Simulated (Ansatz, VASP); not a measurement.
## As in VASP and in Ansatz

```
As
1.0
     3.60606    0.00000    0.00000
    -1.80303    3.12294    0.00000
     0.00000    0.00000   28.00000
As
2
Direct
  0.33333 0.66667 0.52483
  0.66667 0.33333 0.47517
```

Alike in both runs: functional PBE; k mesh 9 × 9 × 1; occupations gaussian, width 0.02 eV; no spin polarisation.

Ansatz relaxed the structure, and its values are those at the end. VASP's run is a single point on that final structure, the one shown.

```csv
,VASP,Ansatz
version,VASP 6.6.1,Ansatz 0.2.0
potentials or method,"VASP PAW PBE potentials, release 64 (As_d), cutoff 520 eV","scalar-relativistic, plane waves, PAW"
valence electrons in the cell,30,30
```

Ansatz gave:

* gap on the k mesh at the Fermi level (eV): 1.64
* least direct gap on the mesh (eV): 1.96
* rms of the force components (eV/Å): 0.000

Which values does VASP return?

gap on the k mesh at the Fermi level (eV): 1.64; least direct gap on the mesh (eV): 1.95; rms of the force components (eV/Å): 0.016.

With one functional, cell and mesh, what is left measures potentials, basis and numerics.
